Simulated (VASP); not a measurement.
## Se: electric field gradients with PBEsol

Crystal: Se.

```
Se
1.0
     5.68100    3.27993    1.43204
    -5.68100    3.27993    1.43204
     0.00000   -6.55985    1.43204
Se
6
Direct
  0.28066 0.16251 0.91818
  0.91818 0.28066 0.16251
  0.16251 0.91818 0.28066
  0.71934 0.83749 0.08182
  0.08182 0.71934 0.83749
  0.83749 0.08182 0.71934
```

This cell differs from its parent crystal: zz strain of -3 %.

```yaml
Program: VASP 6.6.1
Task: electric field gradients
Functional: PBEsol
Potentials_or_basis: VASP PAW PBE potentials, release 64 (Se)
Cutoff: 520 eV
k_mesh: 6 × 6 × 6
Occupations: fermi-dirac, width 0.01 eV
Spin: no spin polarisation
Dipole_correction: no
Further_INCAR_settings: ALGO = Normal; EDIFF = 1e-08; NBANDS = 27
```

```yaml
Pressure: 1.4 GPa
Largest_force: 0.607 eV/Å
Band_gap_on_the_k_mesh: 0.99 eV (least direct gap 1.24 eV)
Largest_electric_field_gradient_by_atom: Se -538.0 V/Å²
```

Forces in eV/Å, atoms in the order of the input:
```
Se   0.193  0.402  0.412
Se  -0.445 -0.034  0.412
Se   0.252 -0.368  0.412
Se  -0.193 -0.402 -0.412
Se   0.445  0.034 -0.412
Se  -0.252  0.368 -0.412
```

Levels at points of the mesh, in eV from the valence-band top:
```csv
k point,band 14,band 15,band 16,band 17,band 18,band 19,band 20,band 21,band 22,band 23
"(0.00, 0.00, 0.00)",-1.40,-0.98,-0.98,-0.80,-0.80,1.56,1.56,2.43,2.71,2.71
"(0.50, 0.00, 0.00)",-1.70,-1.54,-1.14,-0.52,-0.48,1.50,1.70,2.45,2.92,3.05
"(0.50, 0.50, 0.00)",-1.57,-1.55,-1.31,-1.01,-0.54,1.29,1.56,2.22,2.91,3.41
"(0.50, 0.50, 0.50)",-1.73,-1.73,-1.54,-1.54,0.00,1.24,1.24,1.69,3.44,4.25
```

Electric field gradients, principal values (V/Å²):
```csv
atom,least,middle,greatest (by size)
1 Se,191.058,346.917,-537.976
2 Se,191.058,346.917,-537.976
3 Se,191.058,346.917,-537.976
4 Se,191.058,346.917,-537.976
5 Se,191.058,346.917,-537.976
6 Se,191.058,346.917,-537.976
```

Run time: 3 min on 1 thread of Intel(R) Xeon(R) Platinum 8559C (Emerald Rapids) (shared host), peak memory 0.39 GiB.

Caveat: the cell differs from its parent crystal (zz strain of -3 %); this functional lacks dispersion, which holds the molecules together, so the pressure and a relaxed volume are unreliable; without QUAD_EFG the Cq values of the log hold for a quadrupole moment of 1 mb, not for the nuclei; the PAW data sets were made with another functional, which shifts forces and pressure a little. A k mesh can miss the band edges.
